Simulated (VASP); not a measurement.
## TePb: single point with PBE

The system is TePb.

```
CELL_PARAMETERS angstrom
4.38414 0.00000 0.00000
2.19207 3.79678 0.00000
2.19207 1.26559 3.57964
ATOMIC_POSITIONS crystal
Te 0.50000 0.50000 0.50000
Pb 0.00000 0.00000 0.00000
```

* Program: VASP 6.6.1
* Task: single point
* Functional: PBE
* Potentials or basis: VASP PAW PBE potentials, release 64 (Te, Pb_d)
* Cutoff: 500 eV
* k mesh: 6 × 6 × 6
* Occupations: gaussian, width 0.01 eV
* Spin: no spin polarisation

```yaml
Pressure: 9.9 GPa
Band_gap_on_the_k_mesh: 0.42 eV
```

Levels at points of the mesh, in eV from the valence-band top:
| k point | band 7 | band 8 | band 9 | band 10 | band 11 | band 12 | band 13 | band 14 |
| --- | --- | --- | --- | --- | --- | --- | --- | --- |
| (0.00, 0.00, 0.00) | -5.30 | -1.91 | -1.91 | -1.91 | 4.13 | 4.13 | 4.13 | 5.43 |
| (0.50, 0.00, 0.00) | -9.40 | -1.35 | -1.35 | 0.00 | 0.42 | 0.87 | 0.87 | 8.48 |
| (0.50, 0.50, 0.00) | -7.58 | -5.61 | -3.63 | -3.63 | 2.65 | 5.88 | 5.88 | 7.39 |

It took 8.7 s on 1 thread of Intel(R) Xeon(R) 6975P-C (Granite Rapids) (shared host), peak memory 0.17 GiB.

Caveat: the cell stands under pressure; spin-orbit coupling is left out, which moves the levels of the heavy elements. A k mesh can miss the band edges.
